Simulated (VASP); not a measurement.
## SnO: single point with r2SCAN

The system is SnO.

```xyz
4
Lattice="3.8840 0.0000 0.0000 0.0000 3.8840 0.0000 0.0000 0.0000 4.8555" Properties=species:S:1:pos:R:3 pbc="T T T"
Sn    0.0000    1.9420    1.1208
Sn    1.9420    0.0000    3.7346
O     1.9420    1.9420    0.0000
O     0.0000    0.0000    0.0000
```

This cell differs from its parent crystal: biaxial strain in the a-b plane: +2.0 %, then relaxed in part.

- Program: VASP 6.6.1
- Task: single point
- Functional: r2SCAN
- Potentials or basis: VASP PAW PBE potentials, release 64 (Sn_d, O)
- Cutoff: 520 eV
- k mesh: 10 × 10 × 8
- Occupations: gaussian, width 0.01 eV
- Spin: no spin polarisation

- Pressure: -1.7 GPa
- Largest force: 0.134 eV/Å
- Band gap on the k mesh: 0.66 eV (least direct gap 2.25 eV)

Forces in eV/Å, atoms in the order of the input:
```
Sn   0.000  0.000  0.134
Sn   0.000  0.000 -0.134
O    0.000  0.000  0.000
O    0.000  0.000  0.000
```

Stress tensor (GPa, compression positive):
```
-2.84  0.00  0.00
 0.00 -2.84  0.00
 0.00  0.00  0.44
```

Levels at points of the mesh, in eV from the valence-band top:
```csv
k point,band 16,band 17,band 18,band 19,band 20,band 21,band 22,band 23,band 24,band 25
"(0.00, 0.00, 0.00)",-6.35,-3.52,-3.38,-3.38,-0.01,2.32,4.61,5.14,5.14,6.21
"(0.50, 0.00, 0.00)",-4.98,-4.96,-4.96,-2.48,-2.48,3.62,3.62,6.18,6.18,6.31
"(0.50, 0.50, 0.00)",-5.08,-2.71,-2.71,-1.77,-1.77,0.66,0.66,5.13,5.13,7.79
"(0.00, 0.00, 0.50)",-3.58,-3.39,-3.39,-3.05,-1.99,1.86,3.44,3.44,3.77,8.56
"(0.50, 0.00, 0.50)",-5.44,-4.94,-4.94,-1.63,-1.63,2.96,2.96,5.84,5.84,6.97
"(0.50, 0.50, 0.50)",-5.47,-2.71,-2.71,-2.54,-2.54,2.91,2.91,4.48,4.48,5.93
```

Wall time 6 min on 1 thread of Intel(R) Xeon(R) 6975P-C (Granite Rapids), with other jobs on the host, peak memory 0.3 GiB.

Caveat: the cell differs from its parent crystal (biaxial strain in the a-b plane: +2.0 %, then relaxed in part); semilocal functionals underestimate gaps, and a narrow one can read as zero; the PAW data sets were made with another functional, which shifts forces and pressure a little; spin-orbit coupling is left out, which moves the levels of the heavy elements. A k mesh can miss the band edges.
